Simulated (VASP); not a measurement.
# Zr (P6_3/mmc) in VASP: a series of runs

Zr is run at these levels: PBEsol, PBE, RPBE, revPBE; tasks: single point.

Program: VASP 6.6.1. These are calculated values, not measurements. Logs are shortened: lines on timing, memory, paths and dates and some standing lists are left out, and cuts for length are marked.

**1. The cell of the first run**

Symmetry: P6_3/mmc, No. 194, hexagonal system. The conventional cell has a = 3.210 Å, b = 3.210 Å, c = 5.112 Å, α = 90.00°, β = 90.00°, γ = 120.00°. Within 4.2 Å of Zr (site symmetry -6m2) lie 12 Zr at 3.16 to 3.21 Å.

**2. Single point, PBEsol (volume scaled by 0.98)**

INCAR reads:

```
SYSTEM = Zr
  PREC = Accurate
  ENCUT = 520
  EDIFF = 1E-6
  ISMEAR = -1
  SIGMA = 0.05
  LREAL = .False.
  LASPH = .True.
  NELM = 60
  ALGO = Fast
  ISIF = 2
  LWAVE = .False.
  LCHARG = .False.
  GGA = PS
  NBANDS = 19
```

KPOINTS reads:

```
regular mesh
0
Gamma
  9 9 5
  0 0 0
```

POSCAR reads:

```
Zr
1.0
    3.2103080712      0.0000000000      0.0000000000
   -1.6051540356      2.7802083436      0.0000000000
    0.0000000000      0.0000000000      5.1124553350
Zr
2
Direct
    0.6666666667      0.3333333333      0.7500000000
    0.3333333333      0.6666666667      0.2500000000
```

Potentials or basis: VASP PAW PBE potentials, release 64 (Zr_sv).

Launch:

```bash
> cat potpaw_PBE.64/Zr_sv/POTCAR > POTCAR
> mpirun -np 1 vasp_std > vasp.out
```

OUTCAR:

```text
SYSTEM = Zr
   PREC = Accurate
   ENCUT = 520
   EDIFF = 1E-6
   ISMEAR = -1
   LREAL = .False.
   LASPH = .True.
   NELM = 60
   ISIF = 2
   GGA = PS

 ion  position               nearest neighbor table
   1  0.667  0.333  0.750-   2 3.16   2 3.16   2 3.16   2 3.16   2 3.16   2 3.16
   2  0.333  0.667  0.250-   1 3.16   1 3.16   1 3.16   1 3.16   1 3.16   1 3.16

  LATTYP: Found a hexagonal cell.
 ALAT       =     3.2103080712
 C/A-ratio  =     1.5925123763

  Lattice vectors:

 A1 = (   3.2103080712,   0.0000000000,   0.0000000000)
 A2 = (  -1.6051540356,   2.7802083436,   0.0000000000)
 A3 = (   0.0000000000,   0.0000000000,   5.1124553350)

Analysis of symmetry for initial positions (statically):
=====================================================================
 Subroutine PRICEL returns:
 Original cell was already a primitive cell.

 Routine SETGRP: Setting up the symmetry group for a
 hexagonal supercell.

 Subroutine GETGRP returns: Found 24 space group operations
 (whereof 12 operations were pure point group operations)
 out of a pool of 24 trial point group operations.

The static configuration has the point symmetry D_3d.
 The point group associated with its full space group is D_6h.

Analysis of symmetry for dynamics (positions and initial velocities):
=====================================================================
 Subroutine PRICEL returns:
 Original cell was already a primitive cell.

 Routine SETGRP: Setting up the symmetry group for a
 hexagonal supercell.

 Subroutine GETGRP returns: Found 24 space group operations
 (whereof 12 operations were pure point group operations)
 out of a pool of 24 trial point group operations.

The dynamic configuration has the point symmetry D_3d.
 The point group associated with its full space group is D_6h.

 Subroutine INISYM returns: Found 24 space group operations
 (whereof 12 operations are pure point group operations),
 and found     1 'primitive' translations

----------------------------------------------------------------------------------------

                                     Primitive cell

  volume of cell :      45.6303

  direct lattice vectors                    reciprocal lattice vectors
     3.210308071  0.000000000  0.000000000     0.311496585  0.179842637  0.000000000
    -1.605154036  2.780208344  0.000000000     0.000000000  0.359685274  0.000000000
     0.000000000  0.000000000  5.112455335     0.000000000  0.000000000  0.195600731

  length of vectors
     3.210308071  3.210308071  5.112455335     0.359685274  0.359685274  0.195600731

  position of ions in fractional coordinates (direct lattice)
     0.666666667  0.333333333  0.750000000
     0.333333333  0.666666667  0.250000000

  ion indices of the primitive-cell ions
   primitive index   ion index
                 1           1
                 2           2

----------------------------------------------------------------------------------------

 KPOINTS: regular mesh

Automatic generation of k-mesh.
 Grid dimensions read from file:
 generate k-points for:    9    9    5

 Generating k-lattice:

  Cartesian coordinates                     Fractional coordinates (reciprocal lattice)
     0.034610732  0.019982515  0.000000000     0.111111111  0.000000000  0.000000000
     0.000000000  0.039965030  0.000000000     0.000000000  0.111111111  0.000000000
     0.000000000  0.000000000  0.039120146     0.000000000  0.000000000  0.200000000

  Length of vectors
     0.039965030  0.039965030  0.039120146

  Shift w.r.t. Gamma in fractional coordinates (k-lattice)
     0.000000000  0.000000000  0.000000000

 Subroutine IBZKPT returns following result:
 ===========================================

 Found     36 irreducible k-points:

 Following reciprocal coordinates:
            Coordinates               Weight
  0.000000  0.000000  0.000000      1.000000
  0.111111 -0.000000  0.000000      6.000000
  0.222222 -0.000000  0.000000      6.000000
  0.333333  0.000000  0.000000      6.000000
  0.444444 -0.000000  0.000000      6.000000
  0.111111  0.111111  0.000000      6.000000
[... 16 lines left out ...]
  0.333333  0.222222  0.200000     24.000000
  0.333333  0.333333  0.200000      4.000000
 [... further k-points ...]
   k-points           NKPTS =     36   k-points in BZ     NKDIM =     36   number of bands    NBANDS=     19
   number of dos      NEDOS =    301   number of ions     NIONS =      2
   total plane-waves  NPLWV =  23040
   dimension x,y,z NGX =    24 NGY =   24 NGZ =   40
   dimension x,y,z NGXF=    48 NGYF=   48 NGZF=   80
   ions per type =               2
   NGX,Y,Z   is equivalent  to a cutoff of  12.43, 12.43, 13.01 a.u.
   NGXF,Y,Z  is equivalent  to a cutoff of  24.86, 24.86, 26.01 a.u.
 SYSTEM =  Zr
   PREC   = accura    normal or accurate (medium, high low for compatibility)
   ISTART =      0    job   : 0-new  1-cont  2-samecut
   ICHARG =      2    charge: 1-file 2-atom 10-const
   ISPIN  =      1    spin polarized calculation?
   LNONCOLLINEAR =      F non collinear calculations
   LSORBIT =      F    spin-orbit coupling
   LASPH  =      T    aspherical Exc in radial PAW
   ENCUT  =  520.0 eV  38.22 Ry    6.18 a.u.   5.97  5.97  9.51*2*pi/ulx,y,z
   NELM   =     60;   NELMIN=  2; NELMDL= -5     # of ELM steps
   EDIFF  = 0.1E-05   stopping-criterion for ELM
   LREAL  =      F    real-space projection
   EDIFFG = 0.1E-04   stopping-criterion for IOM
   NSW    =      0    number of steps for IOM
   IBRION =     -1    ionic relax: 0-MD 1-quasi-New 2-CG
   NFREE  =      0    steps in history (QN), initial steepest desc. (CG)
   ISIF   =      2    stress and relaxation
   ISYM   =      2    0-nonsym 1-usesym 2-fastsym
   POTIM  = 0.5000    time-step for ionic-motion
   TEBEG  =    0.0;   TEEND  =   0.0 temperature during run
   PSTRESS=    0.0 pullay stress
   NELECT =      24.0000    total number of electrons
   NUPDOWN=      -1.0000    fix difference up-down
   EMIN   =  10.00;   EMAX   =-10.00  energy-range for DOS
   EFERMI =   0.00;   METHOD = LEGACY
   ISMEAR =    -1;   SIGMA  =   0.05  broadening in eV -4-tet -1-fermi 0-gaus
   EFERMI_NEDOS =   21; number of points for ismear=-14 and -15
   IALGO  =     68    algorithm
   IMIX   =      4    mixing-type and parameters
     AMIX     =   0.40;   BMIX     =  1.00
     AMIX_MAG =   1.60;   BMIX_MAG =  1.00
  volume/ion in A,a.u.               =      22.82       153.96
  Fermi-wavevector in a.u.,A,eV,Ry     =   1.321480  2.497236 23.759995  1.746310
  Thomas-Fermi vector in A             =   2.451231
   LORBIT       =      0    0 simple, 1 ext, 2 COOP (PROOUT), +10 PAW based schemes
   GGA     = PS    functional components
   LHFCALC =     F    Hartree Fock is set to
   AEXX    =    0.0000 exact exchange contribution
   IVDW    =     0    specifies the selected vdW correction
   LEPSILON=     F    determine dielectric tensor
   LRPA    =     F    only Hartree local field effects (RPA)
 non-spin polarized calculation
 RMM-DIIS sequential band-by-band and
  energy-cutoff  :      520.00
  volume of cell :       45.63
 maximum number of plane-waves:      1254
 NGX is ok and might be reduce to    24
   NGX = 11   NGY = 11   NGZ = 19

 number of electron      24.0000000 magnetization

 Free energy of the ion-electron system (eV)
  ---------------------------------------------------
  ext. energy  EPLUGINS =         0.00000000
  ---------------------------------------------------
  free energy    TOTEN  =       -18.17209639 eV

  energy without entropy =      -18.15503051  energy(sigma->0) =      -18.16356345

 E-fermi :   9.1029     XC(G=0): -11.2951

 val. band max:        9.0888704903   @ k =   0.1111  -0.0000   0.2000
 cond. band min:       9.1065744090   @ k =   0.3333   0.3333   0.4000
 fundamental gap:      0.0177039187
 Fermi energy:         9.1028957540

 k-point     1 :       0.0000    0.0000    0.0000
  band No.  band energies     occupation
      1     -39.6080      2.00000
      2     -39.4381      2.00000
      3     -18.1994      2.00000
      4     -17.2639      2.00000
      5     -17.2639      2.00000
      6     -17.1136      2.00000
[... 11 lines left out ...]
     18      11.2555      0.00000
     19      13.6295      0.00000

 k-point     2 :       0.1111   -0.0000    0.0000
  band No.  band energies     occupation
      1     -39.5928      2.00000
      2     -39.4319      2.00000
      3     -18.1591      2.00000
      4     -17.3523      2.00000
      5     -17.2927      2.00000
      6     -17.2030      2.00000
[... 11 lines left out ...]
     18      10.9725      0.00000
     19      13.8435      0.00000

 k-point     3 :       0.2222   -0.0000    0.0000
  band No.  band energies     occupation
      1     -39.5529      2.00000
      2     -39.4175      2.00000
      3     -18.0481      2.00000
      4     -17.5757      2.00000
      5     -17.4238      2.00000
      6     -17.3617      2.00000
[... 11 lines left out ...]
     18      11.8428      0.00000
     19      14.1972      0.00000

 k-point     4 :       0.3333    0.0000    0.0000
  band No.  band energies     occupation
      1     -39.5031      2.00000
      2     -39.4050      2.00000
      3     -17.8951      2.00000
      4     -17.8279      2.00000
      5     -17.6595      2.00000
      6     -17.4357      2.00000
[... 11 lines left out ...]
     18      13.0861      0.00000
     19      14.4311      0.00000

 k-point     5 :       0.4444   -0.0000    0.0000
  band No.  band energies     occupation
      1     -39.4647      2.00000
      2     -39.4025      2.00000
      3     -17.9903      2.00000
      4     -17.8064      2.00000
      5     -17.7579      2.00000
      6     -17.4822      2.00000
[... 11 lines left out ...]
     18      14.4743      0.00000
     19      14.5280      0.00000
[... 334 lines left out ...]
      2     -39.4084      2.00000
      3     -18.0454      2.00000
      4     -17.8882      2.00000
      5     -17.6291      2.00000
      6     -17.4849      2.00000
[... 11 lines left out ...]
     18      14.3370      0.00000
     19      15.1865      0.00000

 k-point    22 :       0.2222    0.2222    0.2000
  band No.  band energies     occupation
      1     -39.4713      2.00000
      2     -39.4095      2.00000
      3     -17.9245      2.00000
      4     -17.8331      2.00000
      5     -17.5955      2.00000
      6     -17.5396      2.00000
[... 11 lines left out ...]
     18      13.8621      0.00000
     19      14.8023      0.00000

 k-point    23 :       0.3333    0.2222    0.2000
  band No.  band energies     occupation
      1     -39.4402      2.00000
      2     -39.4091      2.00000
      3     -17.9493      2.00000
      4     -17.8537      2.00000
      5     -17.6848      2.00000
      6     -17.5200      2.00000
[... 11 lines left out ...]
     18      14.2910      0.00000
     19      15.7544      0.00000

 k-point    24 :       0.3333    0.3333    0.2000
  band No.  band energies     occupation
      1     -39.4192      2.00000
      2     -39.4192      2.00000
      3     -17.8386      2.00000
      4     -17.8285      2.00000
      5     -17.8285      2.00000
      6     -17.5574      2.00000
[... 11 lines left out ...]
     18      13.6083      0.00000
     19      15.9415      0.00000

 [... further k-points ...]
[... 5 lines left out ...]
  --------------------------------------------------------------------------------------
  -------------------------------------------------------------------------------------
  Total       -0.4842938     -0.4842938     -0.1892848      0.0000000      0.0000000      0.0000000
  in kB      -17.0045794    -17.0045794     -6.6461885      0.0000000      0.0000000      0.0000000
  external PRESSURE =     -13.5517824 kB  Pullay stress =       0.0000000 kB

 VOLUME and BASIS-vectors are now :
 -----------------------------------------------------------------------------
  energy-cutoff  :      520.00
  volume of cell :       45.63
      direct lattice vectors                 reciprocal lattice vectors
     3.210308071  0.000000000  0.000000000     0.311496585  0.179842637  0.000000000
    -1.605154036  2.780208344  0.000000000     0.000000000  0.359685274  0.000000000
     0.000000000  0.000000000  5.112455335     0.000000000  0.000000000  0.195600731

 POSITION                                       TOTAL-FORCE (eV/Angst)
 -----------------------------------------------------------------------------------
      1.60515      0.92674      3.83434        -0.000000      0.000000      0.000000
     -0.00000      1.85347      1.27811         0.000000      0.000000      0.000000
 -----------------------------------------------------------------------------------
    total drift:                               -0.000000      0.000000     -0.000000

  FREE ENERGIE OF THE ION-ELECTRON SYSTEM (eV)
  ---------------------------------------------------
  free  energy   TOTEN  =       -18.1720963869 eV

  energy  without entropy=      -18.1550305069  energy(sigma->0) =      -18.16356345
```

Run time: 39 s. Hardware: 1 thread of Intel Xeon Platinum 8375C at 2.90GHz (Ice Lake), shared host; peak memory 0.16 GiB.

Results:

```
Free energy            : -18.1721 eV
Pressure               : -1.4 GPa
Band gap on the k mesh : zero (band 12 reaches 9.95 eV, above the bottom of band 13 at 8.85 eV)
```

Stress tensor (GPa, compression positive):
```
-1.70  0.00  0.00
 0.00 -1.70  0.00
 0.00  0.00 -0.66
```

Caveat: the cell differs from its parent crystal (volume scaled by 0.98); the PAW data sets were made with another functional, which shifts forces and pressure a little.

**3. Single point, PBE**

This run uses another cell than the first one, of 23.39 Å³/atom, 1.025 times its volume.

INCAR reads:

```
SYSTEM = Zr
  PREC = Accurate
  ENCUT = 520
  EDIFF = 1E-6
  ISMEAR = -1
  SIGMA = 0.05
  LREAL = .FALSE.
  LASPH = .TRUE.
  NELM = 60
  ALGO = Normal
  ISIF = 2
  LWAVE = .FALSE.
  LCHARG = .FALSE.
  GGA = PE
  NBANDS = 19
```

KPOINTS reads:

```
Automatic mesh
0
G
  9 9 5
  0 0 0
```

POSCAR reads:

```
Zr
1.0
    3.2281488939      0.0000000000      0.0000000000
   -1.6140744469      2.7956589493      0.0000000000
    0.0000000000      0.0000000000      5.1830411983
Zr
2
Direct
    0.6666666667      0.3333333333      0.7500000000
    0.3333333333      0.6666666667      0.2500000000
```

Potentials or basis: VASP PAW PBE potentials, release 64 (Zr_sv).

Launch:

```bash
> cat potpaw_PBE.64/Zr_sv/POTCAR > POTCAR
> mpirun -np 1 vasp_std > vasp.out
```

OUTCAR:

```text
SYSTEM = Zr
   PREC = Accurate
   ENCUT = 520
   EDIFF = 1E-6
   ISMEAR = -1
   LREAL = .FALSE.
   LASPH = .TRUE.
   NELM = 60
   ISIF = 2
   GGA = PE

 ion  position               nearest neighbor table
   1  0.667  0.333  0.750-   2 3.19   2 3.19   2 3.19   2 3.19   2 3.19   2 3.19
   2  0.333  0.667  0.250-   1 3.19   1 3.19   1 3.19   1 3.19   1 3.19   1 3.19

  LATTYP: Found a hexagonal cell.
 ALAT       =     3.2281488939
 C/A-ratio  =     1.6055768704

  Lattice vectors:

 A1 = (   3.2281488939,   0.0000000000,   0.0000000000)
 A2 = (  -1.6140744469,   2.7956589493,   0.0000000000)
 A3 = (   0.0000000000,   0.0000000000,   5.1830411983)

Analysis of symmetry for initial positions (statically):
=====================================================================
 Subroutine PRICEL returns:
 Original cell was already a primitive cell.

 Routine SETGRP: Setting up the symmetry group for a
 hexagonal supercell.

 Subroutine GETGRP returns: Found 24 space group operations
 (whereof 12 operations were pure point group operations)
 out of a pool of 24 trial point group operations.

The static configuration has the point symmetry D_3d.
 The point group associated with its full space group is D_6h.

Analysis of symmetry for dynamics (positions and initial velocities):
=====================================================================
 Subroutine PRICEL returns:
 Original cell was already a primitive cell.

 Routine SETGRP: Setting up the symmetry group for a
 hexagonal supercell.

 Subroutine GETGRP returns: Found 24 space group operations
 (whereof 12 operations were pure point group operations)
 out of a pool of 24 trial point group operations.

The dynamic configuration has the point symmetry D_3d.
[... 106 lines left out ...]
   ISIF   =      2    stress and relaxation
   ISYM   =      2    0-nonsym 1-usesym 2-fastsym
   POTIM  = 0.5000    time-step for ionic-motion
   TEBEG  =    0.0;   TEEND  =   0.0 temperature during run
   PSTRESS=    0.0 pullay stress
   NELECT =      24.0000    total number of electrons
   NUPDOWN=      -1.0000    fix difference up-down
   EMIN   =  10.00;   EMAX   =-10.00  energy-range for DOS
   EFERMI =   0.00;   METHOD = LEGACY
   ISMEAR =    -1;   SIGMA  =   0.05  broadening in eV -4-tet -1-fermi 0-gaus
   EFERMI_NEDOS =   21; number of points for ismear=-14 and -15
   IALGO  =     38    algorithm
   IMIX   =      4    mixing-type and parameters
     AMIX     =   0.40;   BMIX     =  1.00
     AMIX_MAG =   1.60;   BMIX_MAG =  1.00
  volume/ion in A,a.u.               =      23.39       157.83
  Fermi-wavevector in a.u.,A,eV,Ry     =   1.310603  2.476680 23.370453  1.717680
  Thomas-Fermi vector in A             =   2.441122
   LORBIT       =      0    0 simple, 1 ext, 2 COOP (PROOUT), +10 PAW based schemes
   GGA     = PE    functional components
   LHFCALC =     F    Hartree Fock is set to
   AEXX    =    0.0000 exact exchange contribution
   IVDW    =     0    specifies the selected vdW correction
   LEPSILON=     F    determine dielectric tensor
   LRPA    =     F    only Hartree local field effects (RPA)
 non-spin polarized calculation
  energy-cutoff  :      520.00
  volume of cell :       46.78
 maximum number of plane-waves:      1290
   NGX = 13   NGY = 13   NGZ = 19

 number of electron      24.0000001 magnetization

 Free energy of the ion-electron system (eV)
  ---------------------------------------------------
  ext. energy  EPLUGINS =         0.00000000
  ---------------------------------------------------
  free energy    TOTEN  =       -17.05464102 eV

  energy without entropy =      -17.03895354  energy(sigma->0) =      -17.04679728

 E-fermi :   8.9466     XC(G=0): -11.0616

 val. band max:        8.9284850358   @ k =   0.0000   0.0000   0.4000
 cond. band min:       8.9678822317   @ k =   0.1111   0.0000   0.4000
 fundamental gap:      0.0393971959
 Fermi energy:         8.9466431970

 k-point     1 :       0.0000    0.0000    0.0000
  band No.  band energies     occupation
      1     -39.9040      2.00000
      2     -39.7571      2.00000
      3     -18.4106      2.00000
      4     -17.5527      2.00000
      5     -17.5527      2.00000
      6     -17.4350      2.00000
[... 505 lines left out ...]
      6     -17.8385      2.00000
[... 11 lines left out ...]
     18      13.3028      0.00000
     19      15.6599      0.00000

 [... further k-points ...]
[... 5 lines left out ...]
  --------------------------------------------------------------------------------------
  -------------------------------------------------------------------------------------
  Total        0.0089840      0.0089840      0.0112090      0.0000000      0.0000000      0.0000000
  in kB        0.3077205      0.3077205      0.3839342      0.0000000      0.0000000      0.0000000
  external PRESSURE =       0.3331251 kB  Pullay stress =       0.0000000 kB

 VOLUME and BASIS-vectors are now :
 -----------------------------------------------------------------------------
  energy-cutoff  :      520.00
  volume of cell :       46.78
      direct lattice vectors                 reciprocal lattice vectors
     3.228148894  0.000000000  0.000000000     0.309775055  0.178848711  0.000000000
    -1.614074447  2.795658949  0.000000000     0.000000000  0.357697422  0.000000000
     0.000000000  0.000000000  5.183041198     0.000000000  0.000000000  0.192936919

 POSITION                                       TOTAL-FORCE (eV/Angst)
 -----------------------------------------------------------------------------------
      1.61407      0.93189      3.88728        -0.000000      0.000000      0.000000
     -0.00000      1.86377      1.29576         0.000000     -0.000000      0.000000
 -----------------------------------------------------------------------------------
    total drift:                                0.000000     -0.000000      0.000000

  FREE ENERGIE OF THE ION-ELECTRON SYSTEM (eV)
  ---------------------------------------------------
  free  energy   TOTEN  =       -17.0546410153 eV

  energy  without entropy=      -17.0389535358  energy(sigma->0) =      -17.04679728
```

Run time: 21 s. Hardware: 1 thread of Intel Xeon Platinum 8375C at 2.90GHz (Ice Lake), shared host; peak memory 0.17 GiB.

Results:

| Property | Result |
| --- | --- |
| Free energy | -17.0546 eV |
| Pressure | 0.0 GPa |
| Band gap on the k mesh | zero (band 12 reaches 9.82 eV, above the bottom of band 13 at 8.68 eV) |

[end of part 1 of 2]
